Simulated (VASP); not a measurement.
The system is Sb.

```xyz
2
Lattice="2.1541 1.2437 3.7580 -2.1541 1.2437 3.7580 0.0000 -2.4873 3.7580" Properties=species:S:1:pos:R:3 pbc="T T T"
Sb    0.0000    0.0000    2.6269
Sb    0.0000    0.0000    8.6472
```

- Program: VASP 6.6.1
- Task: relaxation of cell and atoms
- Functional: RPBE
- Potentials or basis: VASP PAW PBE potentials, release 64 (Sb)
- Cutoff: 600 eV
- k mesh: 9 × 9 × 9
- Occupations: fermi-dirac, width 0.1 eV
- Spin: no spin polarisation

At the start: pressure 4.3 GPa; volume 30.20 Å³/atom.

Q: Where does the relaxation end?

A: Over 10 steps the energy falls by 31.5 meV/atom and the volume is 33.17 Å³/atom (+9.8 %); space group R-3m (No. 166, to 0.1 Å) before and after.

Step by step:
```
step  energy change (eV)  largest force (eV/Å)  pressure (GPa)  volume (Å³)
   1              0.0000                0.3226            4.26        60.41
   2             -0.0356                0.3667           -1.95        67.70
   3             -0.0569                0.1302            0.09        64.74
   4             -0.0585                0.1022            0.07        64.98
   5             -0.0616                0.0109            0.04        65.68
   6             -0.0619                0.0368            0.03        66.02
   7             -0.0627                0.0067           -0.05        66.28
   8             -0.0629                0.0138           -0.10        66.46
   9             -0.0628                0.0206            0.19        66.13
  10             -0.0629                0.0008            0.01        66.34
```

Final structure:
```xyz
2
Lattice="2.2001 1.2702 3.9561 -2.2001 1.2702 3.9561 0.0000 -2.5405 3.9561" Properties=species:S:1:pos:R:3 pbc="T T T"
Sb    0.0000    0.0000    2.7419
Sb    0.0000    0.0000    9.1265
```

Caveat: the PAW data sets were made with another functional, which shifts forces and pressure a little.
